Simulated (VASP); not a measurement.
# La (Im-3m) in VASP: notebook

The runs below take La through single point, relaxation of cell and atoms, with PBE.

Program: VASP 6.6.1. These are calculated values, not measurements. Logs are shortened: lines on timing, memory, paths and dates and some standing lists are left out, and cuts for length are marked.

**1. The cell of the first run**

It takes space group Im-3m (No. 229, cubic). Conventional cell: a = 4.117 Å, b = 4.117 Å, c = 4.117 Å, α = 90.00°, β = 90.00°, γ = 90.00°. La (site symmetry m-3m) has 14 La at 3.57 to 4.12 Å within 4.7 Å.

This isn't the form of La at room conditions, which is double hcp.

**2. Single point, PBE, collinear spin (34.88 Å³/atom)**

File INCAR:

```
SYSTEM = La
PREC = Accurate ; ENCUT = 520
EDIFF = 1E-6 ; ISMEAR = -1
SIGMA = 0.05 ; LREAL = .False.
LASPH = .True. ; NELM = 150
ALGO = Normal ; ISIF = 2
LWAVE = .False. ; LCHARG = .True.
ISPIN = 2 ; MAGMOM = 0.279
LORBIT = 11 ; LMAXMIX = 6
GGA = PE ; LELF = .True.
LVHAR = .True. ; NBANDS = 16
```

File KPOINTS:

```
regular mesh
0
Gamma
  17 17 17
  0 0 0
```

File POSCAR:

```
La
1.0
   -2.0582841913      2.0582841913      2.0582841913
    2.0582841913     -2.0582841913      2.0582841913
    2.0582841913      2.0582841913     -2.0582841913
La
1
Direct
    0.0000000000      0.0000000000      0.0000000000
```

Potentials or basis: VASP PAW PBE potentials, release 64 (La).

Started as:

```bash
$ cat potpaw_PBE.64/La/POTCAR > POTCAR
$ mpirun -np 1 vasp_std > vasp.out
```

OUTCAR:

```text
SYSTEM = La
   PREC = Accurate
   ENCUT = 520
   EDIFF = 1E-6
   ISMEAR = -1
   LREAL = .False.
   LASPH = .True.
   NELM = 150
   ISIF = 2
   ISPIN = 2
   LORBIT = 11
   GGA = PE

 ion  position               nearest neighbor table
   1  0.000  0.000  0.000-

  LATTYP: Found a body centered cubic cell.
 ALAT       =     4.1165683826

  Lattice vectors:

 A1 = (  -2.0582841913,   2.0582841913,   2.0582841913)
 A2 = (   2.0582841913,  -2.0582841913,   2.0582841913)
 A3 = (   2.0582841913,   2.0582841913,  -2.0582841913)

Analysis of symmetry for initial positions (statically):
=====================================================================
 Subroutine PRICEL returns:
 Original cell was already a primitive cell.

 Routine SETGRP: Setting up the symmetry group for a
 body centered cubic supercell.

 Subroutine GETGRP returns: Found 48 space group operations
 (whereof 48 operations were pure point group operations)
 out of a pool of 48 trial point group operations.

The static configuration has the point symmetry O_h .

Analysis of symmetry for dynamics (positions and initial velocities):
=====================================================================
 Subroutine PRICEL returns:
 Original cell was already a primitive cell.

 Routine SETGRP: Setting up the symmetry group for a
 body centered cubic supercell.

 Subroutine GETGRP returns: Found 48 space group operations
 (whereof 48 operations were pure point group operations)
 out of a pool of 48 trial point group operations.

The dynamic configuration has the point symmetry O_h .

Analysis of structural, dynamic, and magnetic symmetry:
=====================================================================
 Subroutine PRICEL returns:
 Original cell was already a primitive cell.

 Routine SETGRP: Setting up the symmetry group for a
 body centered cubic supercell.

 Subroutine GETGRP returns: Found 48 space group operations
 (whereof 48 operations were pure point group operations)
 out of a pool of 48 trial point group operations.

The overall configuration has the point symmetry O_h .

 Subroutine INISYM returns: Found 48 space group operations
 (whereof 48 operations are pure point group operations),
 and found     1 'primitive' translations

----------------------------------------------------------------------------------------

                                     Primitive cell

  volume of cell :      34.8800

  direct lattice vectors                    reciprocal lattice vectors
    -2.058284191  2.058284191  2.058284191     0.000000000  0.242920779  0.242920779
     2.058284191 -2.058284191  2.058284191     0.242920779  0.000000000  0.242920779
[... 98 lines left out ...]
   ISMEAR =    -1;   SIGMA  =   0.05  broadening in eV -4-tet -1-fermi 0-gaus
   EFERMI_NEDOS =   21; number of points for ismear=-14 and -15
   IALGO  =     38    algorithm
   IMIX   =      4    mixing-type and parameters
     AMIX     =   0.40;   BMIX     =  1.00
     AMIX_MAG =   1.60;   BMIX_MAG =  1.00
  volume/ion in A,a.u.               =      34.88       235.38
  Fermi-wavevector in a.u.,A,eV,Ry     =   1.114330  2.105778 16.894773  1.241731
  Thomas-Fermi vector in A             =   2.250924
   LORBIT       =     11    0 simple, 1 ext, 2 COOP (PROOUT), +10 PAW based schemes
   GGA     = PE    functional components
   LHFCALC =     F    Hartree Fock is set to
   AEXX    =    0.0000 exact exchange contribution
   IVDW    =     0    specifies the selected vdW correction
   LEPSILON=     F    determine dielectric tensor
   LRPA    =     F    only Hartree local field effects (RPA)
 spin polarized calculation
  energy-cutoff  :      520.00
  volume of cell :       34.88
 maximum number of plane-waves:       959
   NGX = 13   NGY = 13   NGZ = 13

 number of electron      10.9999999 magnetization       0.3725160

 Free energy of the ion-electron system (eV)
  ---------------------------------------------------
  ext. energy  EPLUGINS =         0.00000000
  ---------------------------------------------------
  free energy    TOTEN  =        -4.74839692 eV

  energy without entropy =       -4.72808050  energy(sigma->0) =       -4.73823871

 E-fermi :   8.4712     XC(G=0):  -9.8153

 val. band max:        8.4684582297   @ k =  -0.2353   0.2941   0.1176
 cond. band min:       8.4717656332   @ k =  -0.4706   0.4706   0.0588
 fundamental gap:      0.0033074035
 Fermi energy:         8.4711659848

 spin component 1

 k-point     1 :       0.0000    0.0000    0.0000
  band No.  band energies     occupation
      1     -24.3797      1.00000
      2      -7.2401      1.00000
      3      -7.2401      1.00000
      4      -7.2401      1.00000
      5       5.2298      1.00000
      6       9.8815      0.00000
[... 435 lines left out ...]
      5       7.1952      1.00000
      6       8.4356      0.67083
[... 8 lines left out ...]
     15      12.1560      0.00000
     16      13.1857      0.00000

 [... further k-points ...]

 spin component 2

 k-point     1 :       0.0000    0.0000    0.0000
  band No.  band energies     occupation
      1     -24.2863      1.00000
      2      -7.1266      1.00000
      3      -7.1266      1.00000
      4      -7.1266      1.00000
      5       5.4953      1.00000
      6      10.1159      0.00000
[... 435 lines left out ...]
      5       7.4557      1.00000
      6       8.6586      0.02302
[... 8 lines left out ...]
     15      12.2854      0.00000
     16      13.3153      0.00000

 [... further k-points ...]
[... 5 lines left out ...]
  --------------------------------------------------------------------------------------
  -------------------------------------------------------------------------------------
  Total        0.5311133      0.5311133      0.5311133      0.0000000      0.0000000     -0.0000000
  in kB       24.3961747     24.3961747     24.3961747      0.0000000      0.0000000     -0.0000000
  external PRESSURE =      24.3961747 kB  Pullay stress =       0.0000000 kB

 VOLUME and BASIS-vectors are now :
 -----------------------------------------------------------------------------
  energy-cutoff  :      520.00
  volume of cell :       34.88
      direct lattice vectors                 reciprocal lattice vectors
    -2.058284191  2.058284191  2.058284191     0.000000000  0.242920779  0.242920779
     2.058284191 -2.058284191  2.058284191     0.242920779  0.000000000  0.242920779
     2.058284191  2.058284191 -2.058284191     0.242920779  0.242920779  0.000000000

 POSITION                                       TOTAL-FORCE (eV/Angst)
 -----------------------------------------------------------------------------------
      0.00000      0.00000      0.00000        -0.000000      0.000000      0.000000
 -----------------------------------------------------------------------------------
    total drift:                                0.000000      0.000000      0.000000

  FREE ENERGIE OF THE ION-ELECTRON SYSTEM (eV)
  ---------------------------------------------------
  free  energy   TOTEN  =        -4.7483969176 eV

  energy  without entropy=       -4.7280804958  energy(sigma->0) =       -4.73823871

 total charge

# of ion       s       p       d       f       tot
--------------------------------------------------
    1        2.068   5.546   0.950   0.088   8.651

 magnetization (x)

# of ion       s       p       d       f       tot
--------------------------------------------------
    1        0.001   0.007   0.156   0.018   0.181
```

OSZICAR:

```text
N       E                     dE             d eps       ncg     rms          rms(c)
DAV:   1     0.821612216596E+02    0.82161E+02   -0.37561E+03 11392   0.892E+02
DAV:   2     0.210489739098E+01   -0.80056E+02   -0.69613E+02 12480   0.151E+02
DAV:   3    -0.421722679330E+01   -0.63221E+01   -0.61042E+01 13752   0.557E+01
DAV:   4    -0.474822945139E+01   -0.53100E+00   -0.52841E+00 17368   0.119E+01
DAV:   5    -0.475644155813E+01   -0.82121E-02   -0.82107E-02 14256   0.145E+00    0.243E+00
DAV:   6    -0.474621602390E+01    0.10226E-01   -0.20057E-02 15816   0.867E-01    0.141E+00
DAV:   7    -0.474191564861E+01    0.43004E-02   -0.32528E-02 12936   0.109E+00    0.392E-01
DAV:   8    -0.474548803646E+01   -0.35724E-02   -0.79354E-03 16552   0.502E-01    0.195E-01
DAV:   9    -0.474672692014E+01   -0.12389E-02   -0.17915E-03 15776   0.237E-01    0.167E-01
DAV:  10    -0.474856500924E+01   -0.18381E-02   -0.46192E-03 15504   0.398E-01    0.128E-01
DAV:  11    -0.474836833635E+01    0.19667E-03   -0.10852E-03 16032   0.204E-01    0.298E-02
DAV:  12    -0.474837157380E+01   -0.32375E-05   -0.38340E-05 15184   0.410E-02    0.129E-02
DAV:  13    -0.474839045690E+01   -0.18883E-04   -0.25041E-05 16184   0.294E-02    0.795E-03
DAV:  14    -0.474839660217E+01   -0.61453E-05   -0.17336E-05 15872   0.224E-02    0.596E-03
DAV:  15    -0.474839691764E+01   -0.31547E-06   -0.48693E-07  7632   0.622E-03
   1 F= -.47483969E+01 E0= -.47382387E+01  d E =-.203164E-01  mag=     0.3744
```

Wall time 98 s (1 thread of Intel Xeon 6975P-C (Granite Rapids), shared host); peak memory 0.3 GiB.

What came out:

* Free energy: -4.7484 eV
* Pressure: 2.4 GPa
* Net moment: 0.37 μB per cell
* Site moments: La +0.18 μB
* Valence electrons inside the program's atomic spheres: La 8.65

Caveat: spin-orbit coupling is left out, which moves the levels of the heavy elements.

**3. Relaxation of cell and atoms, PBE, collinear spin**

This run uses another cell than the first one, of 37.42 Å³/atom.

File INCAR:

```
PREC = Accurate ; ENCUT = 600
EDIFF = 1E-7 ; ISMEAR = -1
SIGMA = 0.05 ; LREAL = False
LASPH = True ; NELM = 150
ALGO = Normal ; ISIF = 3
LWAVE = False ; LCHARG = False
ISPIN = 2 ; MAGMOM = 1
LORBIT = 11 ; LMAXMIX = 6
GGA = PE ; IBRION = 2
NSW = 80 ; EDIFFG = -0.01
```

File KPOINTS:

```
regular mesh
0
Gamma
  11 11 11
```

File POSCAR:

```
La
1.0
   -2.1069968026      2.1069968026      2.1069968026
    2.1069968026     -2.1069968026      2.1069968026
    2.1069968026      2.1069968026     -2.1069968026
La
1
Direct
    0.0000000000      0.0000000000      0.0000000000
```

Potentials or basis: VASP PAW PBE potentials, release 64 (La).

Started as:

```bash
$ cat potpaw_PBE.64/La/POTCAR > POTCAR
$ mpirun -np 1 vasp_std > vasp.out
```

Wall time 1.7 min (1 thread of Intel Xeon 6975P-C (Granite Rapids), shared host); peak memory 0.23 GiB.

It converged, with:

```
Free energy                                           : -4.7710 eV
Relaxed volume                                        : 37.97 Å³/atom
Relaxed cell                                          : a = 3.667 Å, b = 3.667 Å, c = 3.667 Å, α = 109.47°, β = 109.47°, γ = 109.47°
Space group after relaxing (to 0.1 Å)                 : Im-3m (No. 229)
Energy gained by relaxing                             : 0.7 meV/atom
Ionic steps                                           : 3
Pressure after relaxing                               : 0.0 GPa
Net moment                                            : 0.56 μB per cell
Site moments                                          : La +0.26 μB
Valence electrons inside the program's atomic spheres : La 8.58
```

The path:
| step | energy change (eV) | largest force (eV/Å) | pressure (GPa) | volume (Å³) |
| --- | --- | --- | --- | --- |
| 1 | 0.0000 | 0.0000 | 0.39 | 37.42 |
| 2 | -0.0007 | 0.0000 | 0.04 | 37.91 |
| 3 | -0.0007 | 0.0000 | 0.00 | 37.97 |

Final structure:
```
CELL_PARAMETERS angstrom
-2.11732 2.11732 2.11732
2.11732 -2.11732 2.11732
2.11732 2.11732 -2.11732
ATOMIC_POSITIONS crystal
La 0.00000 0.00000 0.00000
```

Levels at points of the mesh, in eV from the Fermi level:
Spin up:
```
           k point  band 3  band 4  band 5  band 6  band 7  band 8  band 9  band 10
(0.00, 0.00, 0.00)  -16.05  -16.05   -3.40    1.25    1.25    1.25    1.41     1.41
```
Spin down:
```
           k point  band 2  band 3  band 4  band 5  band 6  band 7  band 8  band 9
(0.00, 0.00, 0.00)  -15.88  -15.88  -15.88   -3.01    1.53    1.53    1.53    1.66
```

Caveat: spin-orbit coupling is left out, which moves the levels of the heavy elements.

**4. Single point, PBE, collinear spin**

This run uses another cell than the first one, of 37.91 Å³/atom.

File INCAR:

```
PREC     = Accurate       # precision mode
ENCUT    = 520            # plane-wave cutoff, eV
EDIFF    = 1E-6           # SCF threshold, eV
ISMEAR   = -1             # smearing method
SIGMA    = 0.05           # smearing width, eV
LREAL    = False          # projectors in reciprocal space
LASPH    = True           # aspherical terms in the spheres
NELM     = 150            # most SCF steps
ALGO     = Normal         # electronic algorithm
ISIF     = 2              # what is computed and relaxed
LWAVE    = False          # write WAVECAR
LCHARG   = True           # write CHGCAR
ISPIN    = 2              # spin polarisation
MAGMOM   = 0.344          # initial moments
LORBIT   = 11             # projections on sites
LMAXMIX  = 6              # l up to which the mixer works
GGA      = PE             # functional
LELF     = True           # ELF
LVHAR    = True         
NBANDS   = 16             # bands
```

File KPOINTS:

```
regular mesh
0
Gamma
  17 17 17
```

File POSCAR:

```
La
1.0
   -2.1162943022      2.1162943022      2.1162943022
    2.1162943022     -2.1162943022      2.1162943022
    2.1162943022      2.1162943022     -2.1162943022
La
1
Direct
    0.0000000000      0.0000000000      0.0000000000
```

Potentials or basis: VASP PAW PBE potentials, release 64 (La).

Started as:

```bash
$ cat potpaw_PBE.64/La/POTCAR > POTCAR
$ mpirun -np 1 vasp_std > vasp.out
```

OUTCAR:

```text
PREC = Accurate
   ENCUT = 520
   EDIFF = 1E-6
   ISMEAR = -1
   LREAL = False
   LASPH = True
   NELM = 150
   ISIF = 2
   ISPIN = 2
   LORBIT = 11
   GGA = PE

 ion  position               nearest neighbor table
   1  0.000  0.000  0.000-

  LATTYP: Found a body centered cubic cell.
 ALAT       =     4.2325886044

  Lattice vectors:

 A1 = (  -2.1162943022,   2.1162943022,   2.1162943022)
 A2 = (   2.1162943022,  -2.1162943022,   2.1162943022)
 A3 = (   2.1162943022,   2.1162943022,  -2.1162943022)

Analysis of symmetry for initial positions (statically):
=====================================================================
 Subroutine PRICEL returns:
 Original cell was already a primitive cell.

 Routine SETGRP: Setting up the symmetry group for a
 body centered cubic supercell.

 Subroutine GETGRP returns: Found 48 space group operations
 (whereof 48 operations were pure point group operations)
 out of a pool of 48 trial point group operations.

The static configuration has the point symmetry O_h .

Analysis of symmetry for dynamics (positions and initial velocities):
=====================================================================
 Subroutine PRICEL returns:
[... 630 lines left out ...]
     15      11.0340      0.00000
     16      11.9808      0.00000

 [... further k-points ...]

 spin component 2

 k-point     1 :       0.0000    0.0000    0.0000
  band No.  band energies     occupation
      1     -25.1940      1.00000
      2      -8.2053      1.00000
      3      -8.2053      1.00000
      4      -8.2053      1.00000
      5       4.6386      1.00000
      6       9.2097      0.00000
[... 435 lines left out ...]
      5       6.5440      1.00000
      6       7.9087      0.01126
[... 8 lines left out ...]
     15      11.1895      0.00000
     16      12.1326      0.00000

 [... further k-points ...]
[... 5 lines left out ...]
  --------------------------------------------------------------------------------------
  -------------------------------------------------------------------------------------
  Total       -0.0025603     -0.0025603     -0.0025603      0.0000000      0.0000000     -0.0000000
  in kB       -0.1081965     -0.1081965     -0.1081965      0.0000000      0.0000000     -0.0000000
  external PRESSURE =      -0.1081965 kB  Pullay stress =       0.0000000 kB

 VOLUME and BASIS-vectors are now :
 -----------------------------------------------------------------------------
  energy-cutoff  :      520.00
  volume of cell :       37.91
      direct lattice vectors                 reciprocal lattice vectors
    -2.116294302  2.116294302  2.116294302     0.000000000  0.236262036  0.236262036
     2.116294302 -2.116294302  2.116294302     0.236262036  0.000000000  0.236262036
     2.116294302  2.116294302 -2.116294302     0.236262036  0.236262036  0.000000000

 POSITION                                       TOTAL-FORCE (eV/Angst)
 -----------------------------------------------------------------------------------
      0.00000      0.00000      0.00000         0.000000      0.000000     -0.000000
 -----------------------------------------------------------------------------------
    total drift:                               -0.000000      0.000000      0.000000

  FREE ENERGIE OF THE ION-ELECTRON SYSTEM (eV)
  ---------------------------------------------------
  free  energy   TOTEN  =        -4.7706910908 eV

  energy  without entropy=       -4.7508269018  energy(sigma->0) =       -4.76075900

 total charge

# of ion       s       p       d       f       tot
--------------------------------------------------
    1        2.064   5.560   0.877   0.079   8.580

 magnetization (x)

# of ion       s       p       d       f       tot
--------------------------------------------------
    1        0.001   0.007   0.181   0.019   0.208
```

OSZICAR:

```text
N       E                     dE             d eps       ncg     rms          rms(c)
DAV:   1     0.856191836573E+02    0.85619E+02   -0.36958E+03 11240   0.866E+02
DAV:   2     0.254615875863E+01   -0.83073E+02   -0.72721E+02 12816   0.148E+02
DAV:   3    -0.419030487524E+01   -0.67365E+01   -0.65058E+01 13584   0.571E+01
DAV:   4    -0.475808590996E+01   -0.56778E+00   -0.56570E+00 17560   0.124E+01
DAV:   5    -0.476636545773E+01   -0.82795E-02   -0.82761E-02 14128   0.142E+00    0.217E+00
DAV:   6    -0.476435736904E+01    0.20081E-02   -0.20969E-02 15304   0.839E-01    0.126E+00
DAV:   7    -0.476288354317E+01    0.14738E-02   -0.30613E-02 13144   0.104E+00    0.448E-01
DAV:   8    -0.476789651001E+01   -0.50130E-02   -0.12767E-02 16088   0.623E-01    0.203E-01
DAV:   9    -0.476901118744E+01   -0.11147E-02   -0.18383E-03 16728   0.223E-01    0.180E-01
DAV:  10    -0.477073012194E+01   -0.17189E-02   -0.32317E-03 14576   0.343E-01    0.125E-01
DAV:  11    -0.477068992837E+01    0.40194E-04   -0.11658E-03 16312   0.213E-01    0.506E-02
DAV:  12    -0.477067503184E+01    0.14897E-04   -0.70134E-05 17208   0.618E-02    0.122E-02
DAV:  13    -0.477068613614E+01   -0.11104E-04   -0.15022E-05 15768   0.273E-02    0.782E-03
DAV:  14    -0.477069018899E+01   -0.40528E-05   -0.44736E-06 16688   0.122E-02    0.438E-03
DAV:  15    -0.477069109079E+01   -0.90180E-06   -0.24277E-06 12848   0.740E-03
   1 F= -.47706911E+01 E0= -.47607590E+01  d E =-.198642E-01  mag=     0.4504
```

It took 1.8 min on 1 thread of Intel Xeon 6975P-C (Granite Rapids), shared host; peak memory 0.31 GiB.

What came out:

```yaml
Free_energy: -4.7707 eV
Pressure: 0.0 GPa
Net_moment: 0.45 μB per cell
Site_moments: La +0.21 μB
Valence_electrons_inside_the_program's_atomic_spheres: La 8.58
```

Caveat: spin-orbit coupling is left out, which moves the levels of the heavy elements.

**5. Summary**

| task | cell | k mesh | cutoff (eV) | gap on the mesh (eV) | pressure (GPa) | moment (μB) |
| --- | --- | --- | --- | --- | --- | --- |
| single point | a = 3.565 Å, angles 109.5°, 1 atom | 17 × 17 × 17 | 520 | none | 2.4 | 0.37 |
| relaxation of cell and atoms | relaxed from a = 3.649 Å, angles 109.5°, 1 atom | 11 × 11 × 11 | 600 | none | 0.0 | 0.56 |
| single point | a = 3.666 Å, angles 109.5°, 1 atom | 17 × 17 × 17 | 520 | none | 0.0 | 0.45 |

Alike in all rows: level PBE; potentials or basis VASP PAW PBE potentials, release 64 (La); spin collinear; smearing fermi-dirac 0.05 eV.

Caveats: spin-orbit coupling is left out, which moves the levels of the heavy elements.

Absolute energies hang on the potentials; compare differences alone.
